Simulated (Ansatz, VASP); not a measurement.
**Au: VASP beside Ansatz**

```
Au
1.0
     4.15708    0.00000    0.00000
     0.00000    2.93950    0.00000
     0.00000    0.00000   30.69749
Au
11
Direct
  0.00000 0.00000 0.26429
  0.50000 0.50000 0.30583
  0.00000 0.00000 0.35723
  0.50000 0.50000 0.40389
  0.00000 0.00000 0.45216
  0.50000 0.50000 0.50000
  0.00000 0.00000 0.54784
  0.50000 0.50000 0.59611
  0.00000 0.00000 0.64277
  0.50000 0.50000 0.69417
  0.00000 0.00000 0.73571
```

Alike in both runs: functional PBE; k mesh 8 × 11 × 1; no spin polarisation.

Ansatz relaxed the structure, and its values are those at the end. VASP's run is a single point on that final structure, the one shown.

```csv
,VASP,Ansatz
version,VASP 6.6.1,Ansatz 0.2.0
potentials or method,"VASP PAW PBE potentials, release 64 (Au)","plane-wave PAW, scalar-relativistic"
plane-wave cutoff (eV),520,420
occupations,"methfessel-paxton of order 1, width 0.1 eV","cold, width 0.1 eV"
valence electrons in the cell,121,209
```

|  | VASP | Ansatz | Ansatz less VASP |
| --- | --- | --- | --- |
| rms of the force components (eV/Å) | 0.004 | 0.002 | -0.0024 |

VASP's potentials hold 121 valence electrons a cell and Ansatz's 209, so a difference there can come from the potentials and not from the codes.

Neither program's run includes spin-orbit coupling.
